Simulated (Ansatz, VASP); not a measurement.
# One calculation of NiO2, two programs

File INCAR:

```
SYSTEM = NiO2
PREC = Accurate ; ENCUT = 520
EDIFF = 1E-6 ; ISMEAR = 0
SIGMA = 0.05 ; LREAL = .FALSE.
LASPH = .TRUE. ; NELM = 60
ALGO = Normal ; ISIF = 2
LWAVE = .FALSE. ; LCHARG = .TRUE.
LELF = .TRUE. ; LVHAR = .TRUE.
NBANDS = 18
```

Contents of KPOINTS:

```
regular mesh
0
G
  12 12 6
  0 0 0
```

POSCAR

```
NiO2
1.0
    2.7627792314      0.0000000000      0.0000000000
   -1.3813896157      2.3926369995      0.0000000000
    0.0000000000      0.0000000000      4.2061363981
Ni O
1 2
Direct
    0.0000000000      0.0000000000      0.5000000000
    0.6666666667      0.3333333333      0.7305104846
    0.3333333333      0.6666666667      0.2694895154
```

Input for Ansatz:

```yaml
crystal:
  lattice:
    - [2.7627792314, 0.0, 0.0]
    - [-1.3813896157, 2.3926369995, 0.0]
    - [0.0, 0.0, 4.2061363981]
  atoms:
    - { symbol: Ni, position: [0.0, 0.0, 0.5] }
    - { symbol: O, position: [0.6666666667, 0.3333333333, 0.7305104846] }
    - { symbol: O, position: [0.3333333333, 0.6666666667, 0.2694895154] }
basis:
  ecutwfc: 520.0
kpoints:
  mp_grid: { grid: [12, 12, 6] }
hamiltonian:
  xc: lda
  pseudopotentials: { kind: paw }
scf:
  occupations: { method: gaussian, width: 0.05 }
output:
  forces: true
  stress: true
  eigenvalues: true
```

Alike in both runs: task single point; functional LDA; k mesh 12 × 12 × 6; occupations gaussian, width 0.05 eV; no spin polarisation.

|  | VASP | Ansatz |
| --- | --- | --- |
| version | VASP 6.6.1 | Ansatz 0.2.0 |
| potentials or method | VASP PAW LDA potentials, release 64 (Ni, O), cutoff 520 eV | scalar-relativistic, plane waves, PAW |
| valence electrons in the cell | 22 | 30 |

|  | VASP | Ansatz | Ansatz less VASP |
| --- | --- | --- | --- |
| gap on the k mesh at the Fermi level (eV) | 0.65 | 0.68 | +0.032 |
| least direct gap on the mesh (eV) | 0.82 | 0.85 | +0.030 |
| pressure (GPa) | -6.7 | -7.7 | -1.09 |
| traceless stress, the component that is largest in VASP (GPa) | -2.81 | -2.42 | +0.388 |
| rms of the force components (eV/Å) | 0.409 | 0.456 | +0.0469 |

LDA's correlation is that of Perdew and Zunger in VASP and of Perdew and Wang (1992) in Ansatz. Atom by atom the forces differ by 0.047 eV/Å (rms over components). VASP's potentials hold 22 valence electrons a cell and Ansatz's 30, so a difference there can come from the potentials and not from the codes.
